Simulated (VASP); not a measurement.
Input of a VASP 6.6.1 run:

File INCAR:

```
SYSTEM = BaCa3O4
PREC     = Accurate       ! precision mode
ENCUT    = 520            ! plane-wave cutoff, eV
EDIFF    = 1E-6           ! SCF threshold, eV
ISMEAR   = -1             ! smearing method
SIGMA    = 0.05           ! smearing width, eV
LREAL    = .False.        ! projectors in reciprocal space
LASPH    = .True.         ! aspherical terms in the spheres
NELM     = 60             ! most SCF steps
ALGO     = Normal         ! electronic algorithm
ISIF     = 2              ! what is computed and relaxed
LWAVE    = .False.        ! write WAVECAR
LCHARG   = .False.        ! write CHGCAR
GGA      = PE             ! functional
NBANDS   = 42             ! bands
```

The input KPOINTS:

```
regular mesh
0
Gamma
  5 5 5
  0 0 0
```

Contents of POSCAR:

```
BaCa3O4
1.0
    5.1082460000      0.0000000000      0.0000000000
    0.0000000000      5.1082460000      0.0000000000
    0.0000000000      0.0000000000      5.1082460000
Ba Ca O
1 3 4
Direct
    0.5000000000      0.5000000000      0.5000000000
    0.5000000000      0.0000000000      0.0000000000
    0.0000000000      0.5000000000      0.0000000000
    0.0000000000      0.0000000000      0.5000000000
    0.0000000000      0.5000000000      0.5000000000
    0.5000000000      0.0000000000      0.5000000000
    0.5000000000      0.5000000000      0.0000000000
    0.0000000000      0.0000000000      0.0000000000
```

Potentials or basis: VASP PAW PBE potentials, release 64 (Ba_sv, Ca_sv, O).

Launch:

```console
$ cat potpaw_PBE.64/Ba_sv/POTCAR potpaw_PBE.64/Ca_sv/POTCAR potpaw_PBE.64/O/POTCAR > POTCAR
$ mpirun -np 1 vasp_std > vasp.out
```

(1) Estimate the pressure.

(2) Predict the band gap on the k mesh.

## Answers

(1) -0.1 GPa.

(2) 2.34 eV.

Caveat: spin-orbit coupling is left out, which moves the levels of the heavy elements; an odd mesh through Γ misses points on the zone boundary, where band edges can lie.
